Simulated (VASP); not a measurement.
Input of a VASP 6.6.1 run:

File INCAR:

```
SYSTEM = Os
ALGO = Normal
EDIFF = 1E-6
ENCUT = 520
ISIF = 2
ISMEAR = -1
LASPH = .TRUE.
LCHARG = .FALSE.
LREAL = .FALSE.
LWAVE = .FALSE.
NBANDS = 15
NELM = 100
PREC = Accurate
SIGMA = 0.05
```

Contents of KPOINTS:

```
k-points
0
G
  13 13 7
  0 0 0
```

The input POSCAR:

```
Os
1.0
    2.7305981567      0.0000000000      0.0000000000
   -1.3652990784      2.3647673712      0.0000000000
    0.0000000000      0.0000000000      4.4235690139
Os
2
Direct
    0.3333333333      0.6666666667      0.2500000000
    0.6666666667      0.3333333333      0.7500000000
```

Potentials or basis: VASP PAW LDA potentials, release 64 (Os).

Run with:

```bash
$ cat potpaw_LDA.64/Os/POTCAR > POTCAR
$ mpirun -np 1 vasp_std > vasp.out
```

(1) What does it give for the band gap on the k mesh?

(2) Predict the pressure.

## Answers

(1) zero (bands 8 and 9 overlap by 3.69 eV).

(2) -16.5 GPa.

Caveat: the cell stands under tension; spin-orbit coupling is left out, which moves the levels of the heavy elements.
